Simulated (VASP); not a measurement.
# LiH (Fm-3m) in VASP: a series of runs

Aim: see how the results for LiH move with the level of theory and the settings. Levels: LDA, RPBE. Tasks: single point.

All numbers are computed with VASP 6.6.1; they aren't measurements. Logs are shortened: lines on timing, memory, paths and dates and some standing lists are left out, and cuts for length are marked.

## 1. The cell of the first run

It takes space group Fm-3m (No. 225, cubic). The conventional cell has a = 4.127 Å, b = 4.127 Å, c = 4.127 Å, α = 90.00°, β = 90.00°, γ = 90.00°. Li (site symmetry m-3m) has 6 H at 2.06 Å within 2.7 Å. H (site symmetry m-3m) has 6 Li at 2.06 Å within 2.7 Å.

## 2. Single point, LDA

File INCAR:

```
SYSTEM = LiH
PREC = Accurate
ENCUT = 520
EDIFF = 1E-7
ISMEAR = -1
SIGMA = 0.05
LREAL = .False.
LASPH = .True.
NELM = 60
ALGO = Normal
ISIF = 2
LWAVE = .False.
LCHARG = .False.
GGA = CA
NBANDS = 9
```

File KPOINTS:

```
regular mesh
0
Gamma
  9 9 9
  0 0 0
```

File POSCAR:

```
LiH
1.0
    0.0000000000      2.0635524157      2.0635524157
    2.0635524157      0.0000000000      2.0635524157
    2.0635524157      2.0635524157      0.0000000000
Li H
1 1
Direct
    0.0000000000      0.0000000000      0.0000000000
    0.5000000000      0.5000000000      0.5000000000
```

Potentials or basis: VASP PAW LDA potentials, release 64 (Li_sv, H).

The run is started by

```console
> cat potpaw_LDA.64/Li_sv/POTCAR potpaw_LDA.64/H/POTCAR > POTCAR
> mpirun -np 1 vasp_std > vasp.out
```

OUTCAR:

```text
SYSTEM = LiH
   PREC = Accurate
   ENCUT = 520
   EDIFF = 1E-7
   ISMEAR = -1
   LREAL = .False.
   LASPH = .True.
   NELM = 60
   ISIF = 2
   GGA = CA

 ion  position               nearest neighbor table
   1  0.000  0.000  0.000-
   2  0.500  0.500  0.500-

  LATTYP: Found a face centered cubic cell.
 ALAT       =     4.1271048314

  Lattice vectors:

 A1 = (   0.0000000000,   2.0635524157,   2.0635524157)
 A2 = (   2.0635524157,   0.0000000000,   2.0635524157)
 A3 = (   2.0635524157,   2.0635524157,   0.0000000000)

Analysis of symmetry for initial positions (statically):
=====================================================================
 Subroutine PRICEL returns:
 Original cell was already a primitive cell.

 Routine SETGRP: Setting up the symmetry group for a
 face centered cubic supercell.

 Subroutine GETGRP returns: Found 48 space group operations
 (whereof 48 operations were pure point group operations)
 out of a pool of 48 trial point group operations.

The static configuration has the point symmetry O_h .

Analysis of symmetry for dynamics (positions and initial velocities):
=====================================================================
 Subroutine PRICEL returns:
 Original cell was already a primitive cell.

 Routine SETGRP: Setting up the symmetry group for a
 face centered cubic supercell.

 Subroutine GETGRP returns: Found 48 space group operations
 (whereof 48 operations were pure point group operations)
 out of a pool of 48 trial point group operations.

The dynamic configuration has the point symmetry O_h .

 Subroutine INISYM returns: Found 48 space group operations
 (whereof 48 operations are pure point group operations),
 and found     1 'primitive' translations

----------------------------------------------------------------------------------------

                                     Primitive cell

  volume of cell :      17.5742

  direct lattice vectors                    reciprocal lattice vectors
     0.000000000  2.063552416  2.063552416    -0.242300606  0.242300606  0.242300606
     2.063552416  0.000000000  2.063552416     0.242300606 -0.242300606  0.242300606
     2.063552416  2.063552416  0.000000000     0.242300606  0.242300606 -0.242300606

  length of vectors
     2.918303813  2.918303813  2.918303813     0.419676960  0.419676960  0.419676960

  position of ions in fractional coordinates (direct lattice)
     0.000000000  0.000000000  0.000000000
     0.500000000  0.500000000  0.500000000

  ion indices of the primitive-cell ions
   primitive index   ion index
                 1           1
                 2           2

----------------------------------------------------------------------------------------

 KPOINTS: regular mesh

Automatic generation of k-mesh.
 Grid dimensions read from file:
 generate k-points for:    9    9    9

 Generating k-lattice:

  Cartesian coordinates                     Fractional coordinates (reciprocal lattice)
    -0.026922290  0.026922290  0.026922290     0.111111111  0.000000000  0.000000000
     0.026922290 -0.026922290  0.026922290     0.000000000  0.111111111  0.000000000
     0.026922290  0.026922290 -0.026922290     0.000000000  0.000000000  0.111111111

  Length of vectors
     0.046630773  0.046630773  0.046630773

  Shift w.r.t. Gamma in fractional coordinates (k-lattice)
     0.000000000  0.000000000  0.000000000

 Subroutine IBZKPT returns following result:
 ===========================================

 Found     35 irreducible k-points:

 Following reciprocal coordinates:
            Coordinates               Weight
  0.000000  0.000000  0.000000      1.000000
  0.111111  0.000000  0.000000      8.000000
  0.222222  0.000000  0.000000      8.000000
  0.333333  0.000000  0.000000      8.000000
  0.444444  0.000000  0.000000      8.000000
  0.111111  0.111111  0.000000      6.000000
[... 16 lines left out ...]
 -0.333333  0.333333  0.000000     12.000000
  0.444444  0.444444  0.000000      6.000000
 [... further k-points ...]
   k-points           NKPTS =     35   k-points in BZ     NKDIM =     35   number of bands    NBANDS=      9
   number of dos      NEDOS =    301   number of ions     NIONS =      2
   total plane-waves  NPLWV =  13824
   dimension x,y,z NGX =    24 NGY =   24 NGZ =   24
   dimension x,y,z NGXF=    48 NGYF=   48 NGZF=   48
   ions per type =               1   1
   NGX,Y,Z   is equivalent  to a cutoff of  13.67, 13.67, 13.67 a.u.
   NGXF,Y,Z  is equivalent  to a cutoff of  27.34, 27.34, 27.34 a.u.
 SYSTEM =  LiH
   PREC   = accura    normal or accurate (medium, high low for compatibility)
   ISTART =      0    job   : 0-new  1-cont  2-samecut
   ICHARG =      2    charge: 1-file 2-atom 10-const
   ISPIN  =      1    spin polarized calculation?
   LNONCOLLINEAR =      F non collinear calculations
   LSORBIT =      F    spin-orbit coupling
   LASPH  =      T    aspherical Exc in radial PAW
   ENCUT  =  520.0 eV  38.22 Ry    6.18 a.u.   5.43  5.43  5.43*2*pi/ulx,y,z
   NELM   =     60;   NELMIN=  2; NELMDL= -5     # of ELM steps
   EDIFF  = 0.1E-06   stopping-criterion for ELM
   LREAL  =      F    real-space projection
   EDIFFG = 0.1E-05   stopping-criterion for IOM
   NSW    =      0    number of steps for IOM
   IBRION =     -1    ionic relax: 0-MD 1-quasi-New 2-CG
   NFREE  =      0    steps in history (QN), initial steepest desc. (CG)
   ISIF   =      2    stress and relaxation
   ISYM   =      2    0-nonsym 1-usesym 2-fastsym
   POTIM  = 0.5000    time-step for ionic-motion
   TEBEG  =    0.0;   TEEND  =   0.0 temperature during run
   PSTRESS=    0.0 pullay stress
   NELECT =       4.0000    total number of electrons
   NUPDOWN=      -1.0000    fix difference up-down
   EMIN   =  10.00;   EMAX   =-10.00  energy-range for DOS
   EFERMI =   0.00;   METHOD = LEGACY
   ISMEAR =    -1;   SIGMA  =   0.05  broadening in eV -4-tet -1-fermi 0-gaus
   EFERMI_NEDOS =   21; number of points for ismear=-14 and -15
   IALGO  =     38    algorithm
   IMIX   =      4    mixing-type and parameters
     AMIX     =   0.40;   BMIX     =  1.00
     AMIX_MAG =   1.60;   BMIX_MAG =  1.00
  volume/ion in A,a.u.               =       8.79        59.30
  Fermi-wavevector in a.u.,A,eV,Ry     =   0.999546  1.888867 13.593467  0.999092
  Thomas-Fermi vector in A             =   2.131843
   LORBIT       =      0    0 simple, 1 ext, 2 COOP (PROOUT), +10 PAW based schemes
   GGA     = CA    functional components
   LHFCALC =     F    Hartree Fock is set to
   AEXX    =    0.0000 exact exchange contribution
   IVDW    =     0    specifies the selected vdW correction
   LEPSILON=     F    determine dielectric tensor
   LRPA    =     F    only Hartree local field effects (RPA)
 non-spin polarized calculation
  energy-cutoff  :      520.00
  volume of cell :       17.57
 maximum number of plane-waves:       495
 NGX is ok and might be reduce to    24
   NGX = 11   NGY = 11   NGZ = 11

 number of electron       4.0000007 magnetization

 Free energy of the ion-electron system (eV)
  ---------------------------------------------------
  ext. energy  EPLUGINS =         0.00000000
  ---------------------------------------------------
  free energy    TOTEN  =        -6.45020817 eV

  energy without entropy =       -6.45020817  energy(sigma->0) =       -6.45020817

 E-fermi :   0.7547     XC(G=0):  -8.5231

 val. band max:       -0.2633407911   @ k =  -0.4444   0.4444   0.0000
 cond. band min:       2.6939399044   @ k =  -0.4444   0.4444   0.0000
 fundamental gap:      2.9572806955
 Fermi energy:         0.7546830013

 k-point     1 :       0.0000    0.0000    0.0000
  band No.  band energies     occupation
      1     -43.7459      2.00000
      2      -5.4287      2.00000
      3      14.8249      0.00000
      4      16.3559      0.00000
      5      16.3559      0.00000
      6      16.3559      0.00000
      7      21.0226      0.00000
      8      21.0226      0.00000
      9      21.0226      0.00000

 k-point     2 :       0.1111    0.0000    0.0000
  band No.  band energies     occupation
      1     -43.7417      2.00000
      2      -5.2213      2.00000
      3      13.1085      0.00000
      4      15.3994      0.00000
      5      15.9418      0.00000
      6      15.9418      0.00000
      7      20.5021      0.00000
      8      21.9206      0.00000
      9      21.9206      0.00000

 k-point     3 :       0.2222    0.0000    0.0000
  band No.  band energies     occupation
      1     -43.7304      2.00000
      2      -4.6124      2.00000
      3       9.6507      0.00000
      4      14.1652      0.00000
      5      15.3244      0.00000
      6      15.3244      0.00000
      7      21.1366      0.00000
      8      21.1366      0.00000
      9      21.4835      0.00000

 k-point     4 :       0.3333    0.0000    0.0000
  band No.  band energies     occupation
      1     -43.7177      2.00000
      2      -3.7031      2.00000
      3       6.5281      0.00000
      4      13.1878      0.00000
      5      15.0117      0.00000
      6      15.0117      0.00000
      7      19.1314      0.00000
      8      19.1314      0.00000
      9      23.1748      0.00000
[... 205 lines left out ...]
 k-point    22 :      -0.4444    0.3333    0.0000
  band No.  band energies     occupation
      1     -43.6984      2.00000
      2      -0.9172      2.00000
      3       3.7665      0.00000
      4       7.2114      0.00000
      5      10.7360      0.00000
      6      14.8129      0.00000
      7      18.7933      0.00000
      8      26.7198      0.00000
      9      29.1378      0.00000

 k-point    23 :      -0.3333    0.3333    0.0000
  band No.  band energies     occupation
      1     -43.6995      2.00000
      2      -1.2435      2.00000
      3       4.3983      0.00000
      4       6.5027      0.00000
      5      11.6741      0.00000
      6      14.5638      0.00000
      7      22.3176      0.00000
      8      24.6911      0.00000
      9      27.0224      0.00000

 k-point    24 :       0.4444    0.4444    0.0000
  band No.  band energies     occupation
      1     -43.6982      2.00000
      2      -0.7967      2.00000
      3       3.2614      0.00000
      4       9.8964      0.00000
      5       9.8964      0.00000
      6      13.0533      0.00000
      7      15.6073      0.00000
      8      31.9201      0.00000
      9      31.9206      0.00000

 [... further k-points ...]

------------------------ aborting loop because EDIFF is reached ----------------------------------------

  FORCE on cell =-STRESS in cart. coord.  units (eV):
  Direction    XX          YY          ZZ          XY          YZ          ZX
  --------------------------------------------------------------------------------------
  -------------------------------------------------------------------------------------
  Total       -0.5707314     -0.5707314     -0.5707314      0.0000000      0.0000000     -0.0000000
  in kB      -52.0314411    -52.0314411    -52.0314411      0.0000000      0.0000000     -0.0000000
  external PRESSURE =     -52.0314411 kB  Pullay stress =       0.0000000 kB

 VOLUME and BASIS-vectors are now :
 -----------------------------------------------------------------------------
  energy-cutoff  :      520.00
  volume of cell :       17.57
      direct lattice vectors                 reciprocal lattice vectors
     0.000000000  2.063552416  2.063552416    -0.242300606  0.242300606  0.242300606
     2.063552416  0.000000000  2.063552416     0.242300606 -0.242300606  0.242300606
     2.063552416  2.063552416  0.000000000     0.242300606  0.242300606 -0.242300606

 POSITION                                       TOTAL-FORCE (eV/Angst)
 -----------------------------------------------------------------------------------
      0.00000      0.00000      0.00000         0.000000      0.000000      0.000000
      2.06355      2.06355      2.06355        -0.000000     -0.000000     -0.000000
 -----------------------------------------------------------------------------------
    total drift:                                0.000000     -0.000000     -0.000000

  FREE ENERGIE OF THE ION-ELECTRON SYSTEM (eV)
  ---------------------------------------------------
  free  energy   TOTEN  =        -6.4502081723 eV

  energy  without entropy=       -6.4502081722  energy(sigma->0) =       -6.45020817
```

Run time: 4.4 s. Hardware: 1 thread of Intel Xeon 6975P-C, shared host; peak memory 0.12 GiB.

Results:

| Item | Value |
| --- | --- |
| Free energy | -6.4502 eV |
| Band gap on the k mesh | 2.96 eV, direct |

Caveat: the cutoff is under 1.25 times the usual one of these potentials, so pressure, stress and relaxed cells hold a basis-set (Pulay) error. A k mesh can miss the band edges.

(Continued in part 2 of 2.)
